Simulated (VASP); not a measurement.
**Al16N15F (a cell with a defect): single point with PBE**

System: Al16N15F (a cell with a defect).

```xyz
32
Lattice="6.2595 0.0000 0.0000 -3.1298 5.4209 0.0000 0.0000 0.0000 10.0348" Properties=species:S:1:pos:R:3 pbc="T T T"
Al    1.5571    0.8863    2.5095
Al    0.0113    1.8256    5.0374
Al    1.5783    0.9473    7.5657
Al    0.0103    1.8215   10.0557
Al   -0.0054    3.6163    2.5216
Al   -1.5047    4.5856    5.1355
Al    0.0355    3.6189    7.5660
Al   -1.5415    4.5356   10.0149
Al    4.7052    0.9082    2.4840
Al    3.1303    1.6914    5.0633
Al    4.7309    0.9356    7.5437
Al    3.1381    1.7896   10.0074
Al    3.1047    3.5818    2.1989
Al    1.5295    4.5890    5.0784
Al    3.1739    3.6538    7.5387
Al    1.5548    4.5423   10.0109
N     1.5657    0.9080    4.4215
N     0.0183    1.8075    1.9273
N     1.5560    0.9266    9.4482
N     0.0341    1.8239    6.9289
N    -0.0023    3.6519    4.4403
N    -1.5617    4.4982    1.9144
N     0.0018    3.6238    9.4510
N    -1.4909    4.5598    7.0088
N     4.6946    0.9373    4.4017
N     3.1368    1.7538    1.8774
N     4.7017    0.9270    9.4281
N     3.1626    1.8382    6.9222
N     1.5557    4.5270    1.8905
N     3.1259    3.6279    9.4642
N     1.6026    4.5295    6.9447
F     2.7012    3.2818    4.0758
```

| Quantity | Value |
| --- | --- |
| Program | VASP 6.6.1 |
| Task | single point |
| Functional | PBE |
| Potentials or basis | VASP PAW PBE potentials, release 64 (Al, N, F) |
| Cutoff | 520 eV |
| k mesh | 1 × 1 × 1 |
| Occupations | fermi-dirac, width 0.01 eV |
| Spin | collinear spin |
| Fixed moment | 1 μB |
| Dipole correction | no |
| Charge | 1 |
| Further INCAR settings | LREAL = Auto; ALGO = Normal; EDIFF = 1e-06; NBANDS = 91; NELECT = 129.0 |

```
Largest force                                         : 0.780 eV/Å
Net moment                                            : 1.00 μB per cell
Site moments                                          : Al -0.00, +0.00, +0.09, +0.01, +0.03, +0.04 (each value once); N +0.02, +0.00, +0.01, +0.04 (each value once); F +0.06 μB
Valence electrons inside the program's atomic spheres : Al 0.77, 0.76, 0.78, 0.80, 0.79 (each value once); N 3.87, 3.88, 3.85, 3.86, 3.89 (each value once); F 6.16
```

Forces on the atoms (eV/Å):
```
Al   0.153 -0.008 -0.483
Al  -0.089  0.123 -0.433
Al   0.170 -0.040 -0.385
Al  -0.134  0.044 -0.452
Al   0.158 -0.048 -0.441
Al   0.700  0.201 -0.279
Al   0.130 -0.053 -0.425
Al  -0.152  0.045 -0.395
Al   0.071 -0.095 -0.451
Al  -0.058 -0.132 -0.150
Al   0.044 -0.062 -0.355
Al  -0.099  0.062 -0.365
Al   0.117 -0.107 -0.381
Al  -0.617  0.031 -0.367
Al   0.026 -0.182 -0.206
Al  -0.109  0.075 -0.369
N   -0.228 -0.269  0.557
N   -0.165  0.112  0.591
N    0.234 -0.160  0.440
N   -0.216  0.055  0.410
N    0.031 -0.079  0.534
N   -0.423 -0.018  0.327
N    0.189  0.007  0.447
N   -0.457 -0.042  0.430
N    0.568 -0.048  0.489
N   -0.102  0.273  0.081
N    0.165 -0.131  0.364
N   -0.131  0.170  0.433
N   -0.062  0.060  0.186
N    0.201 -0.095  0.535
N    0.052  0.122  0.361
F    0.034  0.190 -0.248
```

Run time: 69 s on 1 thread of AMD EPYC 9R45 96-Core Processor (Zen 5), with other jobs on the host, peak memory 0.53 GiB.

Caveat: the k points lie up to 1.16 Å⁻¹ apart; the cell carries a net charge on a neutralising background, which shifts energy and pressure; the total moment is fixed, so each spin has its own Fermi level.
